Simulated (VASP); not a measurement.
HfO2:

```xyz
3
Lattice="0.0000 2.5292 2.5292 2.5292 0.0000 2.5292 2.5292 2.5292 0.0000" Properties=species:S:1:pos:R:3 pbc="T T T"
Hf    0.0000    0.0000    0.0000
O     1.2646    1.2646    1.2646
O     3.7938    3.7938    3.7938
```

Program: VASP 6.6.1. Alike in all runs: no spin polarisation; cell as given; k mesh 8 × 8 × 8; cutoff (eV) 520; smearing gaussian 0.01 eV.

**Question.** Order these runs on this cell by their band gap on the k mesh, lowest first.
A. level LDA; potentials or basis VASP PAW LDA potentials, release 64 (Hf_pv, O)
B. level PBE; potentials or basis VASP PAW PBE potentials, release 64 (Hf_pv, O)
C. level r2SCAN; potentials or basis VASP PAW PBE potentials, release 64 (Hf_pv, O)

**Answer.** A (3.61 eV), B (3.82 eV), C (4.31 eV).

Caveats: spin-orbit coupling is left out, which moves the levels of the heavy elements.

A k mesh can miss the band edges.
